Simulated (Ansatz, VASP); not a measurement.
Two plane-wave programs on Ru

```
Ru
1.0
     2.67273    0.00000    0.00000
    -1.33636    2.31465    0.00000
     0.00000    0.00000    4.22794
Ru
2
Direct
  0.33333 0.66667 0.25000
  0.66667 0.33333 0.75000
```

Alike in both runs: task relaxation of cell and atoms; functional LDA; k mesh 15 × 15 × 8; occupations gaussian, width 0.1 eV; no spin polarisation.

|  | VASP | Ansatz |
| --- | --- | --- |
| version | VASP 6.6.1 | Ansatz 0.2.0 |
| potentials or method | VASP PAW LDA potentials, release 64 (Ru_pv), cutoff 600 eV | scalar-relativistic, plane waves, PAW |
| valence electrons in the cell | 28 | 32 |

VASP gave:

| Quantity | Value |
| --- | --- |
| gap on the k mesh at the Fermi level, each at its own relaxed structure (eV) | none |
| relaxed volume (Å³/atom) | 13.12 |
| relaxed cell length with the largest relative difference (Å) | 4.230 |

Q: Which values does Ansatz return?

A: gap on the k mesh at the Fermi level, each at its own relaxed structure (eV): none; relaxed volume (Å³/atom): 13.09; relaxed cell length with the largest relative difference (Å): 4.226.

Ansatz warns that its potentials were made for another functional, while VASP's fit it. LDA's correlation is that of Perdew and Zunger in VASP and of Perdew and Wang (1992) in Ansatz. A gap of «none» marks a metal or a gap that the smearing closes. VASP's potentials hold 28 valence electrons a cell and Ansatz's 32, so a difference there can come from the potentials and not from the codes.
